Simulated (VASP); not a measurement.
Here is a VASP 6.6.1 calculation.

File INCAR:

```
AGGAC = 0.0 ; ALDAC = 0.0
ALGO = Normal ; EDIFF = 1E-6
ENCUT = 520 ; GGA = PE
ISIF = 2 ; ISMEAR = -1
LASPH = True ; LCHARG = False
LREAL = False ; LWAVE = False
NBANDS = 16 ; NELM = 60
PREC = Accurate ; SIGMA = 0.05
```

File KPOINTS:

```
k-points
0
Gamma
  8 8 8
```

POSCAR

```
InP
1.0
    0.0000000000      2.8908937935      2.8908937935
    2.8908937935      0.0000000000      2.8908937935
    2.8908937935      2.8908937935      0.0000000000
In P
1 1
Direct
    0.0000000000      0.0000000000      0.0000000000
    0.7500000000      0.7500000000      0.7500000000
```

Potentials or basis: VASP PAW PBE potentials, release 64 (In_d, P).

Launch:

```bash
$ cat potpaw_PBE.64/In_d/POTCAR potpaw_PBE.64/P/POTCAR > POTCAR
$ mpirun -np 1 vasp_std > vasp.out
```

Task: Predict the band gap on the k mesh.

Result: 0.92 eV, direct.

Task: Estimate the pressure.

Result: 16.2 GPa.

Caveat: spin-orbit coupling is left out, which moves the levels of the heavy elements.
